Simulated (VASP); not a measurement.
# C in VASP: relaxation of the atoms with PBE+D3(BJ)

Aim: the relaxation of the atoms of C with PBE+D3(BJ).

All numbers are computed with VASP 6.6.1; they aren't measurements. Logs are shortened: lines on timing, memory, paths and dates and some standing lists are left out, and cuts for length are marked.

## (1) The cell of the first run

The cell holds a slab with vacuum, 4 atoms: a = 2.466 Å, b = 2.466 Å, c = 17.500 Å, α = 90.00°, β = 90.00°, γ = 120.00°.

## (2) Relaxation of the atoms, PBE+D3(BJ) (layers slid over each other)

INCAR reads:

```
PREC     = Accurate       # precision mode
ENCUT    = 520            # plane-wave cutoff, eV
EDIFF    = 1E-6           # SCF threshold, eV
ISMEAR   = 0              # smearing method
SIGMA    = 0.1            # smearing width, eV
LREAL    = F              # projectors in reciprocal space
LASPH    = T              # aspherical terms in the spheres
NELM     = 80             # most SCF steps
ALGO     = Normal         # electronic algorithm
ISIF     = 2              # what is computed and relaxed
LWAVE    = F              # write WAVECAR
LCHARG   = F              # write CHGCAR
LDIPOL   = T            
IDIPOL   = 3            
DIPOL    = 0.5 0.5 0.356
GGA      = PE             # functional
IVDW     = 12             # dispersion correction
IBRION   = 2              # ionic algorithm
NSW      = 40             # ionic steps
EDIFFG   = -0.003         # ionic threshold
```

KPOINTS reads:

```
Automatic mesh
0
Gamma
  15 15 1
```

POSCAR reads:

```
C
1.0
    2.4656677093      0.0000000000      0.0000000000
   -1.2328338546      2.1353308736      0.0000000000
    0.0000000000      0.0000000000     17.5000661151
C
4
Selective dynamics
Direct
    0.6666666667      0.3333333333      0.2571425794  F F T
    0.3333333333      0.6666666667      0.2571428988  F F F
    0.6666666667      0.8333333333      0.4546382817  F F T
    0.3333333333      1.1666666667      0.4546382816  F F T
```

Potentials or basis: VASP PAW PBE potentials, release 64 (C).

Launch:

```bash
$ cat potpaw_PBE.64/C/POTCAR > POTCAR
$ mpirun -np 1 vasp_std > vasp.out
```

OUTCAR:

```text
PREC = Accurate
   ENCUT = 520
   EDIFF = 1E-6
   ISMEAR = 0
   LREAL = F
   LASPH = T
   NELM = 80
   ISIF = 2
   GGA = PE
   IVDW = 12
   IBRION = 2
   NSW = 40
   EDIFFG = -0.003
 IVDW          = 12

 ion  position               nearest neighbor table
   1  0.667  0.333  0.257-   2 1.42   2 1.42   2 1.42
   2  0.333  0.667  0.257-   1 1.42   1 1.42   1 1.42
   3  0.667  0.833  0.455-   4 1.42   4 1.42   4 1.42
   4  0.333  0.167  0.455-   3 1.42   3 1.42   3 1.42

  LATTYP: Found a hexagonal cell.
 ALAT       =     2.4656677093
 C/A-ratio  =     7.0974957611

  Lattice vectors:

 A1 = (   2.4656677093,   0.0000000000,   0.0000000000)
 A2 = (  -1.2328338546,   2.1353308736,   0.0000000000)
 A3 = (   0.0000000000,   0.0000000000,  17.5000661151)

Analysis of symmetry for initial positions (statically):
=====================================================================
 Subroutine PRICEL returns:
 Original cell was already a primitive cell.

 Routine SETGRP: Setting up the symmetry group for a
 hexagonal supercell.

 Subroutine GETGRP returns: Found  8 space group operations
 (whereof  4 operations were pure point group operations)
 out of a pool of 24 trial point group operations.

The static configuration has the point symmetry C_2v.
 The point group associated with its full space group is D_2h.

Analysis of symmetry for dynamics (positions and initial velocities):
=====================================================================
 Subroutine PRICEL returns:
 Original cell was already a primitive cell.

 Routine SETGRP: Setting up the symmetry group for a
 hexagonal supercell.

 Subroutine GETGRP returns: Found  8 space group operations
 (whereof  4 operations were pure point group operations)
 out of a pool of 24 trial point group operations.

The dynamic configuration has the point symmetry C_2v.
 The point group associated with its full space group is D_2h.

Analysis of constrained symmetry for selective dynamics:
=====================================================================
 Subroutine PRICEL returns:
 Original cell was already a primitive cell.

 Routine SETGRP: Setting up the symmetry group for a
 hexagonal supercell.

 Subroutine GETGRP returns: Found  2 space group operations
 (whereof  2 operations were pure point group operations)
 out of a pool of 24 trial point group operations.

The constrained configuration has the point symmetry C_1h.

 Subroutine INISYM returns: Found  2 space group operations
 (whereof  2 operations are pure point group operations),
 and found     1 'primitive' translations

----------------------------------------------------------------------------------------

                                     Primitive cell

  volume of cell :      92.1381

  direct lattice vectors                    reciprocal lattice vectors
     2.465667709  0.000000000  0.000000000     0.405569654  0.234155749  0.000000000
    -1.232833855  2.135330874  0.000000000     0.000000000  0.468311498  0.000000000
     0.000000000  0.000000000 17.500066115     0.000000000  0.000000000  0.057142641

  length of vectors
     2.465667709  2.465667709 17.500066115     0.468311498  0.468311498  0.057142641

  position of ions in fractional coordinates (direct lattice)
     0.666666667  0.333333333  0.257142579
     0.333333333  0.666666667  0.257142899
     0.666666667  0.833333333  0.454638282
     0.333333333  0.166666667  0.454638282

  ion indices of the primitive-cell ions
   primitive index   ion index
                 1           1
                 2           2
                 3           3
                 4           4

----------------------------------------------------------------------------------------

 KPOINTS: Automatic mesh

Automatic generation of k-mesh.
 Grid dimensions read from file:
 generate k-points for:   15   15    1

 Generating k-lattice:

  Cartesian coordinates                     Fractional coordinates (reciprocal lattice)
     0.027037977  0.015610383  0.000000000     0.066666667  0.000000000  0.000000000
     0.000000000  0.031220767  0.000000000     0.000000000  0.066666667  0.000000000
     0.000000000  0.000000000  0.057142641     0.000000000  0.000000000  1.000000000

  Length of vectors
     0.031220767  0.031220767  0.057142641

  Shift w.r.t. Gamma in fractional coordinates (k-lattice)
     0.000000000  0.000000000  0.000000000

 Subroutine IBZKPT returns following result:
 ===========================================

 Found     64 irreducible k-points:

 Following reciprocal coordinates:
            Coordinates               Weight
  0.000000  0.000000  0.000000      1.000000
  0.066667  0.000000  0.000000      2.000000
  0.000000  0.066667  0.000000      4.000000
  0.133333  0.000000  0.000000      2.000000
  0.000000  0.133333  0.000000      4.000000
  0.200000  0.000000  0.000000      2.000000
[... 16 lines left out ...]
 -0.266667  0.200000  0.000000      4.000000
  0.266667  0.066667  0.000000      4.000000
 [... further k-points ...]
   k-points           NKPTS =     64   k-points in BZ     NKDIM =     64   number of bands    NBANDS=     12
   number of dos      NEDOS =    301   number of ions     NIONS =      4
   total plane-waves  NPLWV =  45360
   dimension x,y,z NGX =    18 NGY =   18 NGZ =  140
   dimension x,y,z NGXF=    36 NGYF=   36 NGZF=  280
   ions per type =               4
   NGX,Y,Z   is equivalent  to a cutoff of  12.14, 12.14, 13.30 a.u.
   NGXF,Y,Z  is equivalent  to a cutoff of  24.27, 24.27, 26.60 a.u.
 SYSTEM =  unknown system
   PREC   = accura    normal or accurate (medium, high low for compatibility)
   ISTART =      0    job   : 0-new  1-cont  2-samecut
   ICHARG =      2    charge: 1-file 2-atom 10-const
   ISPIN  =      1    spin polarized calculation?
   LNONCOLLINEAR =      F non collinear calculations
   LSORBIT =      F    spin-orbit coupling
   LASPH  =      T    aspherical Exc in radial PAW
   ENCUT  =  520.0 eV  38.22 Ry    6.18 a.u.   4.58  4.58 32.54*2*pi/ulx,y,z
   NELM   =     80;   NELMIN=  2; NELMDL= -5     # of ELM steps
   EDIFF  = 0.1E-05   stopping-criterion for ELM
   LREAL  =      F    real-space projection
   EDIFFG = -.3E-02   stopping-criterion for IOM
   NSW    =     40    number of steps for IOM
   IBRION =      2    ionic relax: 0-MD 1-quasi-New 2-CG
   NFREE  =      1    steps in history (QN), initial steepest desc. (CG)
   ISIF   =      2    stress and relaxation
   ISYM   =      2    0-nonsym 1-usesym 2-fastsym
   POTIM  = 0.5000    time-step for ionic-motion
   TEBEG  =    0.0;   TEEND  =   0.0 temperature during run
   PSTRESS=    0.0 pullay stress
   NELECT =      16.0000    total number of electrons
   NUPDOWN=      -1.0000    fix difference up-down
   EMIN   =  10.00;   EMAX   =-10.00  energy-range for DOS
   EFERMI =   0.00;   METHOD = LEGACY
   ISMEAR =     0;   SIGMA  =   0.10  broadening in eV -4-tet -1-fermi 0-gaus
   EFERMI_NEDOS =   21; number of points for ismear=-14 and -15
   IALGO  =     38    algorithm
   IMIX   =      4    mixing-type and parameters
     AMIX     =   0.40;   BMIX     =  1.00
     AMIX_MAG =   1.60;   BMIX_MAG =  1.00
  volume/ion in A,a.u.               =      23.03       155.44
  Fermi-wavevector in a.u.,A,eV,Ry     =   0.913345  1.725972 11.349976  0.834200
  Thomas-Fermi vector in A             =   2.037846
   LORBIT       =      0    0 simple, 1 ext, 2 COOP (PROOUT), +10 PAW based schemes
   GGA     = PE    functional components
   LHFCALC =     F    Hartree Fock is set to
   AEXX    =    0.0000 exact exchange contribution
   IVDW    =    12    specifies the selected vdW correction
   LEPSILON=     F    determine dielectric tensor
   LRPA    =     F    only Hartree local field effects (RPA)
 conjugate gradient relaxation of ions
 non-spin polarized calculation
 Gauss-broadening in eV      SIGMA  =   0.10
  energy-cutoff  :      520.00
  volume of cell :       92.14
 maximum number of plane-waves:      2521
   NGX =  9   NGY =  9   NGZ = 65

--------------------------------------- Ionic step        1  -------------------------------------------

 number of electron      15.9999996 magnetization

 Free energy of the ion-electron system (eV)
  ---------------------------------------------------
  ext. energy  EPLUGINS =         0.00000000
  ---------------------------------------------------
  free energy    TOTEN  =       -36.88070800 eV

  energy without entropy =      -36.88029534  energy(sigma->0) =      -36.88050167

------------------------ aborting loop because EDIFF is reached ----------------------------------------

 Edisp (eV)   -0.46983

 E8    (eV) :    -0.1400
[... 111 lines left out ...]
  FREE ENERGIE OF THE ION-ELECTRON SYSTEM (eV)
  ---------------------------------------------------
  free  energy   TOTEN  =       -37.3505500035 eV

  energy  without entropy=      -37.3501392296  energy(sigma->0) =      -37.35034462

[... ionic steps 4 to 18 ...]

--------------------------------------- Ionic step       19  -------------------------------------------

 number of electron      15.9999996 magnetization

 dipolmoment           0.000000      0.000000     -0.000001 electrons x Angstroem

------------------------ aborting loop because EDIFF is reached ----------------------------------------

 Edisp (eV)   -0.47358

 E8    (eV) :    -0.1413
[... 75 lines left out ...]
--------------------------------------- Ionic step       21  -------------------------------------------

 number of electron      15.9999996 magnetization

 dipolmoment           0.000000      0.000000      0.000023 electrons x Angstroem

 Free energy of the ion-electron system (eV)
  ---------------------------------------------------
  ext. energy  EPLUGINS =         0.00000000
  ---------------------------------------------------
  free energy    TOTEN  =       -36.87722201 eV

  energy without entropy =      -36.87686051  energy(sigma->0) =      -36.87704126

 E-fermi :  -0.8382     XC(G=0):  -4.4436

 val. band max:       -0.9391995759   @ k =   0.3333   0.3333   0.0000
 cond. band min:      -0.7371188659   @ k =   0.3333   0.3333   0.0000
 fundamental gap:      0.2020807099
 Fermi energy:        -0.8381548125

 k-point     1 :       0.0000    0.0000    0.0000
  band No.  band energies     occupation
      1     -20.4136      2.00000
      2     -20.2831      2.00000
      3      -8.8797      2.00000
      4      -7.9913      2.00000
      5      -3.8721      2.00000
      6      -3.8676      2.00000
      7      -3.8626      2.00000
      8      -3.8569      2.00000
      9       2.5655      0.00000
     10       3.0237      0.00000
     11       3.9480      0.00000
     12       5.7100      0.00000
[... 331 lines left out ...]
 k-point    24 :       0.2667    0.0667    0.0000
  band No.  band energies     occupation
      1     -18.2267      2.00000
      2     -18.1132      2.00000
      3      -9.5827      2.00000
      4      -9.5347      2.00000
      5      -6.6817      2.00000
      6      -6.6573      2.00000
      7      -6.2972      2.00000
      8      -5.4921      2.00000
      9       4.7573      0.00000
     10       5.0761      0.00000
     11       5.5288      0.00000
     12       6.0258      0.00000

 [... further k-points ...]

------------------------ aborting loop because EDIFF is reached ----------------------------------------

 vacuum level on the upper side and lower side of the slab       (xc-potential included)        -0.030        -0.029

 Edisp (eV)   -0.47354

 E8    (eV) :    -0.1413

  FORCE on cell =-STRESS in cart. coord.  units (eV):
  Direction    XX          YY          ZZ          XY          YZ          ZX
  --------------------------------------------------------------------------------------
  -------------------------------------------------------------------------------------
  Total       0.10453     0.13141    -0.02540    -0.02328    -0.00000    -0.00001
  in kB       1.81765     2.28515    -0.44169    -0.40486    -0.00008    -0.00013
  external pressure =        1.22 kB  Pullay stress =        0.00 kB
[... 19 lines left out ...]
  FREE ENERGIE OF THE ION-ELECTRON SYSTEM (eV)
  ---------------------------------------------------
  free  energy   TOTEN  =       -37.3507646457 eV

  energy  without entropy=      -37.3504031500  energy(sigma->0) =      -37.35058390

 reached required accuracy - stopping structural energy minimisation

 vacuum level on the upper side and lower side of the slab         3.415         3.416
```

Run time: 9.8 min. Hardware: 1 thread of Intel Xeon 8259CL, shared host; peak memory 0.24 GiB.

Results:

```
Free energy                : -37.3508 eV
Energy gained by relaxing  : 0.1 meV/atom
Ionic steps                : 21
Dispersion energy per atom : -0.118 eV
```

The path:
```tsv
step	energy change (eV)	largest force on free atoms (eV/Å)	pressure (GPa)
1	0.0000	0.0057	0.11
2	0.0000	0.0056	0.11
3	0.0000	0.0124	0.11
4	0.0000	0.0085	0.11
5	0.0000	0.0080	0.11
6	0.0000	0.0073	0.11
7	0.0000	0.0051	0.11
8	-0.0001	0.0047	0.11
9	-0.0001	0.0128	0.11
10	-0.0002	0.0353	0.11
11	-0.0002	0.0350	0.11
12	-0.0002	0.0322	0.12
13	-0.0002	0.0265	0.12
14	-0.0002	0.0149	0.12
15	-0.0002	0.0104	0.12
16	-0.0002	0.0044	0.12
17	-0.0002	0.0069	0.12
18	-0.0002	0.0034	0.12
19	-0.0002	0.0041	0.12
20	-0.0002	0.0033	0.12
21	-0.0002	0.0026	0.12
```

Final structure:
```
CELL_PARAMETERS angstrom
2.46567 0.00000 0.00000
-1.23283 2.13533 0.00000
0.00000 0.00000 17.50007
ATOMIC_POSITIONS crystal
C 0.66667 0.33333 0.25713
C 0.33333 0.66667 0.25714
C 0.66667 0.83333 0.45239
C 0.33333 0.16667 0.45239
```

Caveat: the cell differs from its parent crystal (layers slid over each other).
